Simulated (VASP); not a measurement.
# Mg (P6_3/mmc) in VASP: vibrations by perturbation theory with LDA

Aim: the vibrations by perturbation theory of Mg with LDA.

Program: VASP 6.6.1. These are calculated values, not measurements. Logs are shortened: lines on timing, memory, paths and dates and some standing lists are left out, and cuts for length are marked.

### 1 The cell of the first run

The structure is hexagonal, space group P6_3/mmc (No. 194). Conventional cell: a = 3.146 Å, b = 3.146 Å, c = 5.049 Å, α = 90.00°, β = 90.00°, γ = 120.00°. Mg (site symmetry -6m2) has 12 Mg at 3.11 to 3.15 Å within 4.1 Å.

### 2 Vibrations by perturbation theory, LDA

Contents of INCAR:

```
SYSTEM = Mg
PREC = Accurate
ENCUT = 520
EDIFF = 1E-8
ISMEAR = -1
SIGMA = 0.15
LREAL = .False.
LASPH = .True.
NELM = 100
ALGO = Fast
ISIF = 2
LWAVE = .False.
LCHARG = .True.
IBRION = 8
NSW = 1
```

Contents of KPOINTS:

```
regular mesh
0
Gamma
  12 12 8
  0 0 0
```

Contents of POSCAR:

```
Mg
1.0
    3.1464917056      0.0000000000      0.0000000000
   -1.5732458528      2.7249417498      0.0000000000
    0.0000000000      0.0000000000      5.0492457860
Mg
2
Direct
    0.3333333333      0.6666666667      0.2500000000
    0.6666666667      0.3333333333      0.7500000000
```

Potentials or basis: VASP PAW LDA potentials, release 64 (Mg).

Launch:

```bash
$ cat potpaw_LDA.64/Mg/POTCAR > POTCAR
$ mpirun -np 1 vasp_std > vasp.out
```

OUTCAR:

```text
SYSTEM = Mg
   PREC = Accurate
   ENCUT = 520
   EDIFF = 1E-8
   ISMEAR = -1
   LREAL = .False.
   LASPH = .True.
   NELM = 100
   ISIF = 2
   IBRION = 8
   NSW = 1

 ion  position               nearest neighbor table
   1  0.333  0.667  0.250-   2 3.11   2 3.11   2 3.11   2 3.11   2 3.11   2 3.11
   2  0.667  0.333  0.750-   1 3.11   1 3.11   1 3.11   1 3.11   1 3.11   1 3.11

  LATTYP: Found a hexagonal cell.
 ALAT       =     3.1464917056
 C/A-ratio  =     1.6047224205

  Lattice vectors:

 A1 = (   3.1464917056,   0.0000000000,   0.0000000000)
 A2 = (  -1.5732458528,   2.7249417498,   0.0000000000)
 A3 = (   0.0000000000,   0.0000000000,   5.0492457860)

Analysis of symmetry for initial positions (statically):
=====================================================================
 Subroutine PRICEL returns:
 Original cell was already a primitive cell.

 Routine SETGRP: Setting up the symmetry group for a
 hexagonal supercell.

 Subroutine GETGRP returns: Found 24 space group operations
 (whereof 12 operations were pure point group operations)
 out of a pool of 24 trial point group operations.

The static configuration has the point symmetry D_3d.
 The point group associated with its full space group is D_6h.

Analysis of symmetry for dynamics (positions and initial velocities):
=====================================================================
 Subroutine PRICEL returns:
 Original cell was already a primitive cell.

 Routine SETGRP: Setting up the symmetry group for a
 hexagonal supercell.

 Subroutine GETGRP returns: Found 24 space group operations
 (whereof 12 operations were pure point group operations)
 out of a pool of 24 trial point group operations.

The dynamic configuration has the point symmetry D_3d.
 The point group associated with its full space group is D_6h.

 Subroutine INISYM returns: Found 24 space group operations
 (whereof 12 operations are pure point group operations),
 and found     1 'primitive' translations

----------------------------------------------------------------------------------------

                                     Primitive cell

  volume of cell :      43.2923

  direct lattice vectors                    reciprocal lattice vectors
     3.146491706  0.000000000  0.000000000     0.317814281  0.183490161  0.000000000
    -1.573245853  2.724941750  0.000000000     0.000000000  0.366980322  0.000000000
     0.000000000  0.000000000  5.049245786     0.000000000  0.000000000  0.198049381

  length of vectors
     3.146491706  3.146491706  5.049245786     0.366980322  0.366980322  0.198049381

  position of ions in fractional coordinates (direct lattice)
     0.333333333  0.666666667  0.250000000
     0.666666667  0.333333333  0.750000000

  ion indices of the primitive-cell ions
   primitive index   ion index
                 1           1
                 2           2

----------------------------------------------------------------------------------------

 KPOINTS: regular mesh

Automatic generation of k-mesh.
 Grid dimensions read from file:
 generate k-points for:   12   12    8

 Generating k-lattice:

  Cartesian coordinates                     Fractional coordinates (reciprocal lattice)
     0.026484523  0.015290847  0.000000000     0.083333333  0.000000000  0.000000000
     0.000000000  0.030581693  0.000000000     0.000000000  0.083333333  0.000000000
     0.000000000  0.000000000  0.024756173     0.000000000  0.000000000  0.125000000

  Length of vectors
     0.030581693  0.030581693  0.024756173

  Shift w.r.t. Gamma in fractional coordinates (k-lattice)
     0.000000000  0.000000000  0.000000000

 Subroutine IBZKPT returns following result:
 ===========================================

 Found     95 irreducible k-points:

 Following reciprocal coordinates:
            Coordinates               Weight
  0.000000  0.000000  0.000000      1.000000
  0.083333 -0.000000  0.000000      6.000000
  0.166667  0.000000  0.000000      6.000000
  0.250000 -0.000000  0.000000      6.000000
  0.333333  0.000000  0.000000      6.000000
  0.416667  0.000000  0.000000      6.000000
[... 16 lines left out ...]
  0.250000 -0.000000  0.125000     12.000000
  0.333333  0.000000  0.125000     12.000000
 [... further k-points ...]
   k-points           NKPTS =     95   k-points in BZ     NKDIM =     95   number of bands    NBANDS=      6
   number of dos      NEDOS =    301   number of ions     NIONS =      2
   total plane-waves  NPLWV =  23040
   dimension x,y,z NGX =    24 NGY =   24 NGZ =   40
   dimension x,y,z NGXF=    48 NGYF=   48 NGZF=   80
   ions per type =               2
[... 22 lines left out ...]
   PSTRESS=    0.0 pullay stress
   NELECT =       4.0000    total number of electrons
   NUPDOWN=      -1.0000    fix difference up-down
   EMIN   =  10.00;   EMAX   =-10.00  energy-range for DOS
   EFERMI =   0.00;   METHOD = LEGACY
   ISMEAR =    -1;   SIGMA  =   0.15  broadening in eV -4-tet -1-fermi 0-gaus
   EFERMI_NEDOS =   21; number of points for ismear=-14 and -15
   IALGO  =     68    algorithm
   IMIX   =      4    mixing-type and parameters
     AMIX     =   0.40;   BMIX     =  1.00
     AMIX_MAG =   1.60;   BMIX_MAG =  1.00
  volume/ion in A,a.u.               =      21.65       146.08
  Fermi-wavevector in a.u.,A,eV,Ry     =   0.740102  1.398589  7.452598  0.547750
  Thomas-Fermi vector in A             =   1.834423
   LORBIT       =      0    0 simple, 1 ext, 2 COOP (PROOUT), +10 PAW based schemes
   GGA     = CA    functional components
   LHFCALC =     F    Hartree Fock is set to
   AEXX    =    0.0000 exact exchange contribution
   IVDW    =     0    specifies the selected vdW correction
   LEPSILON=     F    determine dielectric tensor
   LRPA    =     F    only Hartree local field effects (RPA)
 non-spin polarized calculation
 RMM-DIIS sequential band-by-band and
  energy-cutoff  :      520.00
  volume of cell :       43.29
 maximum number of plane-waves:      1194
 NGX is ok and might be reduce to    24
   NGX = 11   NGY = 11   NGZ = 19

--------------------------------------- Ionic step        1  -------------------------------------------

 number of electron       4.0000000 magnetization

 Free energy of the ion-electron system (eV)
  ---------------------------------------------------
  ext. energy  EPLUGINS =         0.00000000
  ---------------------------------------------------
  free energy    TOTEN  =        -3.64900651 eV

  energy without entropy =       -3.58924407  energy(sigma->0) =       -3.61912529

 E-fermi :   2.7578     XC(G=0):  -8.8710

 val. band max:        2.7563798155   @ k =   0.2500   0.0833   0.0000
 cond. band min:       2.8008933605   @ k =   0.2500  -0.0000   0.0000
 fundamental gap:      0.0445135451
 Fermi energy:         2.7577960393

 k-point     1 :       0.0000    0.0000    0.0000
  band No.  band energies     occupation
      1      -4.3945      2.00000
      2       1.0969      1.99997
      3       1.6192      1.99899
      4      13.8932      0.00000
      5      13.8954      0.00000
      6      14.0279      0.00000
[... 199 lines left out ...]
 k-point    24 :       0.3333    0.0000    0.1250
  band No.  band energies     occupation
      1      -2.0766      2.00000
      2       2.0993      1.97551
      3       4.1626      0.00017
      4       5.2766      0.00000
      5       8.3300      0.00000
      6      10.3205      0.00000

 [... further k-points ...]

------------------------ aborting loop because EDIFF is reached ----------------------------------------

  FORCE on cell =-STRESS in cart. coord.  units (eV):
  Direction    XX          YY          ZZ          XY          YZ          ZX
  --------------------------------------------------------------------------------------
  -------------------------------------------------------------------------------------
  Total       -0.0866693     -0.0866693     -0.0869089      0.0000000      0.0000000      0.0000000
  in kB       -3.2074909     -3.2074909     -3.2163596      0.0000000      0.0000000      0.0000000
  external PRESSURE =      -3.2104471 kB  Pullay stress =       0.0000000 kB

 VOLUME and BASIS-vectors are now :
 -----------------------------------------------------------------------------
  energy-cutoff  :      520.00
  volume of cell :       43.29
      direct lattice vectors                 reciprocal lattice vectors
     3.146491706  0.000000000  0.000000000     0.317814281  0.183490161  0.000000000
    -1.573245853  2.724941750  0.000000000     0.000000000  0.366980322  0.000000000
     0.000000000  0.000000000  5.049245786     0.000000000  0.000000000  0.198049381

 POSITION                                       TOTAL-FORCE (eV/Angst)
 -----------------------------------------------------------------------------------
     -0.00000      1.81663      1.26231         0.000000     -0.000000      0.000000
      1.57325      0.90831      3.78693        -0.000000      0.000000      0.000000
 -----------------------------------------------------------------------------------
    total drift:                                0.000000     -0.000000      0.000000

  FREE ENERGIE OF THE ION-ELECTRON SYSTEM (eV)
  ---------------------------------------------------
  free  energy   TOTEN  =        -3.6490065096 eV

  energy  without entropy=       -3.5892440680  energy(sigma->0) =       -3.61912529

[... ionic steps 2 to 3 ...]

--------------------------------------- Ionic step        4  -------------------------------------------

------------------------ aborting loop because EDIFF is reached ----------------------------------------

[... ionic steps 5 to 5 ...]

--------------------------------------- Ionic step        6  -------------------------------------------

 Free energy of the ion-electron system (eV)
  ---------------------------------------------------
  ---------------------------------------------------
  free energy    TOTEN  =        -0.00413806 eV

  energy without entropy =       -0.00413806

------------------------ aborting loop because EDIFF is reached ----------------------------------------

 INTERNAL STRAIN TENSOR  FOR ION    1  DIRECTION 3   (eV/Angst):
 -----------------------------------------------------------------------------
     0.00261  0.00000  0.00000
    -0.00000  0.00261 -0.00000
     0.00000  0.00000 -0.00651

 INTERNAL STRAIN TENSOR FOR ION    2 for displacements in x,y,z  (eV/Angst):
          X           Y           Z          XY          YZ          ZX
  --------------------------------------------------------------------------------
  x     0.00000     0.00000     0.00000     0.93026     0.00000     0.00000
  y     0.93026    -0.93026     0.00000    -0.00000     0.00000     0.00000
  z     0.00000     0.00000     0.00000     0.00000    -0.00000     0.00000

 SECOND DERIVATIVES (NOT SYMMETRIZED)
 ------------------------------------
               1X          1Y          1Z          2X          2Y          2Z
  1X    -0.780982    0.000000    0.000000    0.780982    0.000000    0.000000
  1Y     0.000000   -0.780982    0.000000    0.000000    0.780982    0.000000
  1Z     0.000000    0.000000   -3.071583   -0.000000   -0.000000    3.071583
  2X     0.780982    0.000000    0.000000   -0.780982    0.000000    0.000000
  2Y     0.000000    0.780982    0.000000    0.000000   -0.780982    0.000000
  2Z    -0.000000   -0.000000    3.071583    0.000000    0.000000   -3.071583

 Eigenvectors and eigenvalues of the dynamical matrix
 ----------------------------------------------------

   1 f  =    7.859575 THz    49.383166 2PiTHz  262.167201 cm-1    32.504576 meV
             X         Y         Z           dx          dy          dz
     -0.000000  1.816628  1.262311    -0.000000   -0.000000    0.707107
      1.573246  0.908314  3.786934     0.000000    0.000000   -0.707107
[... 11 lines left out ...]
   4 f  =    0.000000 THz     0.000000 2PiTHz    0.000002 cm-1     0.000000 meV
             X         Y         Z           dx          dy          dz
     -0.000000  1.816628  1.262311     0.151199   -0.688330   -0.057797
      1.573246  0.908314  3.786934     0.151199   -0.688330   -0.057797

   5 f/i=    0.000000 THz     0.000000 2PiTHz    0.000001 cm-1     0.000000 meV
             X         Y         Z           dx          dy          dz
     -0.000000  1.816628  1.262311     0.690312    0.152686   -0.012514
      1.573246  0.908314  3.786934     0.690312    0.152686   -0.012514

   6 f/i=    0.000000 THz     0.000000 2PiTHz    0.000002 cm-1     0.000000 meV
             X         Y         Z           dx          dy          dz
     -0.000000  1.816628  1.262311     0.024662   -0.053748    0.704630
      1.573246  0.908314  3.786934     0.024662   -0.053748    0.704630

--------------------------------------------------------------------------------------------------------

 ELASTIC MODULI CONTR FROM IONIC RELAXATION (kBar)
 Direction    XX          YY          ZZ          XY          YZ          ZX
 --------------------------------------------------------------------------------
 XX         -41.0079     41.0079      0.0000      0.0000     -0.0000      0.0000
 YY          41.0079    -41.0079      0.0000     -0.0000      0.0000      0.0000
 ZZ           0.0000      0.0000      0.0000      0.0000      0.0000      0.0000
 XY           0.0000     -0.0000      0.0000    -41.0079      0.0000      0.0000
 YZ          -0.0000      0.0000      0.0000      0.0000     -0.0000      0.0000
 ZX           0.0000      0.0000      0.0000      0.0000      0.0000      0.0000
 --------------------------------------------------------------------------------
```

It took 94 s on 1 thread of AMD EPYC 7R13 (Zen 3), shared host; peak memory 0.3 GiB.

Results:

| Property | Result |
| --- | --- |
| Highest phonon frequency at Γ | 262 cm⁻¹ |

Phonon frequencies in cm⁻¹ (negative: imaginary):
| q point | frequencies |
| --- | --- |
| (0.000, 0.000, 0.000) | 0 0 0 132 132 262 |
